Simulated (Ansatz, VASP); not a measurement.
## One calculation of Si2Ni, two programs

The input INCAR:

```
PREC = Accurate
ENCUT = 520
EDIFF = 1E-6
ISMEAR = 0
SIGMA = 0.1
LREAL = F
LASPH = T
NELM = 80
ALGO = Normal
ISIF = 2
LWAVE = F
LCHARG = T
GGA = PE
LELF = T
LVHAR = T
NBANDS = 16
```

Contents of KPOINTS:

```
Automatic mesh
0
Gamma
  14 14 14
```

Contents of POSCAR:

```
Si2Ni
1.0
    0.0000000000      2.6678362081      2.6678362081
    2.6678362081      0.0000000000      2.6678362081
    2.6678362081      2.6678362081      0.0000000000
Si Ni
2 1
Direct
    0.2500000000      0.2500000000      0.2500000000
    0.7500000000      0.7500000000      0.7500000000
    0.0000000000      0.0000000000      0.0000000000
```

Input for Ansatz:

```yaml
crystal:
  lattice:
    - [0.0, 2.6678362154, 2.6678362154]
    - [2.6678362154, 0.0, 2.6678362154]
    - [2.6678362154, 2.6678362154, 0.0]
  atoms:
    - { symbol: Si, position: [0.25, 0.25, 0.25] }
    - { symbol: Si, position: [0.75, 0.75, 0.75] }
    - { symbol: Ni, position: [0.0, 0.0, 0.0] }
basis:
  ecutwfc: 420
kpoints:
  mp_grid: { grid: [14, 14, 14] }
hamiltonian:
  xc: pbe
scf:
  occupations: { method: gaussian, width: 0.1 }
output:
  forces: true
  stress: true
  eigenvalues: true
```

Alike in both runs: task single point; functional PBE; k mesh 14 × 14 × 14; occupations gaussian, width 0.1 eV; no spin polarisation.

|  | VASP | Ansatz |
| --- | --- | --- |
| version | VASP 6.6.1 | Ansatz 0.2.0 |
| potentials or method | VASP PAW PBE potentials, release 64 (Si, Ni), cutoff 520 eV | scalar-relativistic, plane waves, PAW |
| valence electrons in the cell | 18 | 26 |

Ansatz gave:

```
gap on the k mesh at the Fermi level (eV) : none
pressure (GPa)                            : 10.3
```

Task: Which values does VASP return?

Result: gap on the k mesh at the Fermi level (eV): none; pressure (GPa): 10.1.

A gap of «none» marks a metal or a gap that the smearing closes. VASP's potentials hold 18 valence electrons a cell and Ansatz's 26, so a difference there can come from the potentials and not from the codes.
